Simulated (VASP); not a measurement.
Here is a VASP 6.6.1 calculation.

INCAR

```
PREC = Accurate
ENCUT = 520
EDIFF = 1E-7
ISMEAR = -1
SIGMA = 0.05
LREAL = F
LASPH = T
NELM = 60
ALGO = Normal
ISIF = 2
LWAVE = F
LCHARG = F
NBANDS = 30
```

File KPOINTS:

```
Automatic mesh
0
Gamma
  11 11 3
```

File POSCAR:

```
Ag
1.0
    2.8668289465      0.0000000000      0.0000000000
   -1.4334144733      2.4827466960      0.0000000000
    0.0000000000      0.0000000000      9.9328838838
Ag
4
Direct
    0.0000000000      0.0000000000      0.5000000000
    0.0000000000      0.0000000000      0.0000000000
    0.6666666667      0.3333333333      0.7500000000
    0.3333333333      0.6666666667      0.2500000000
```

Potentials or basis: VASP PAW LDA potentials, release 64 (Ag).

Launch:

```bash
$ cat potpaw_LDA.64/Ag/POTCAR > POTCAR
$ mpirun -np 1 vasp_std > vasp.out
```

**Question.** Predict the band gap on the k mesh.

**Answer.** Zero (bands 22 and 23 overlap by 5.91 eV).

**Question.** What does it give for the pressure?

**Answer.** -9.8 GPa.

Stress tensor (GPa, compression positive):
```
 -8.74   0.00   0.00
  0.00  -8.74   0.00
  0.00   0.00 -11.92
```

Caveat: the cell stands under tension.
